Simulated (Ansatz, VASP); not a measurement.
ScPd in VASP and in Ansatz

```
Sc Pd
1.0
     3.28300    0.01641    0.01641
     0.01641    3.28300    0.01641
     0.01641    0.01641    3.28300
Sc Pd
1 1
Cartesian
  1.6579 1.6579 1.6579
  0.0000 0.0000 0.0000
```

Change from the starting cell: equal xy, yz and zx shear strains of +1 %, crystal datasets.

Alike in both runs: task electric field gradients; functional PBEsol; k mesh 12 × 12 × 12; occupations fermi-dirac, width 0.05 eV; no spin polarisation.

|  | VASP | Ansatz |
| --- | --- | --- |
| version | VASP 6.6.1 | Ansatz 0.2.0 |
| potentials or method | VASP PAW PBE potentials, release 64 (Sc_sv, Pd), cutoff 520 eV | all-electron PAW with datasets made for the crystal, scalar-relativistic |

VASP gave:

```
pressure (GPa)                                                : -1.5
traceless stress, the component that is largest in VASP (GPa) : -0.45
size of Vzz on the site where it differs most (V/Å²)          : 5.1
```

**Question.** Which values does Ansatz return?

**Answer.** Pressure (GPa): -1.6; traceless stress, the component that is largest in VASP (GPa): -0.44; size of Vzz on the site where it differs most (V/Å²): 8.4.

VASP's potentials were made for PBE, not for PBEsol. Ansatz ran all-electron here, and VASP with PAW potentials.
